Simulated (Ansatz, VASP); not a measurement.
## As in VASP and in Ansatz

```xyz
2
Lattice="1.8933 1.0931 3.5373 -1.8933 1.0931 3.5373 0.0000 -2.1861 3.5373" Properties=species:S:1:pos:R:3 pbc="T T T"
As    0.0000    0.0000    2.3983
As    0.0000    0.0000    8.2137
```

Alike in both runs: task single point; functional LDA; k mesh 9 × 9 × 9; occupations fermi-dirac, width 0.05 eV; no spin polarisation.

```csv
,VASP,Ansatz
version,VASP 6.6.1,Ansatz 0.2.0
potentials or method,"VASP PAW LDA potentials, release 64 (As_d)",Ansatz PAW
plane-wave cutoff (eV),600,420
valence electrons in the cell,30,30
```

VASP gave:

```
gap on the k mesh at the Fermi level (eV) : none
pressure (GPa)                            : -2.6
rms of the force components (eV/Å)        : 0.098
```

Q: Estimate Ansatz's values.

A: gap on the k mesh at the Fermi level (eV): none; pressure (GPa): -2.8; rms of the force components (eV/Å): 0.077.

LDA's correlation is that of Perdew and Zunger in VASP and of Perdew and Wang (1992) in Ansatz. Atom by atom the forces differ by 0.021 eV/Å (rms over components). A gap of «none» marks a metal or a gap that the smearing closes.
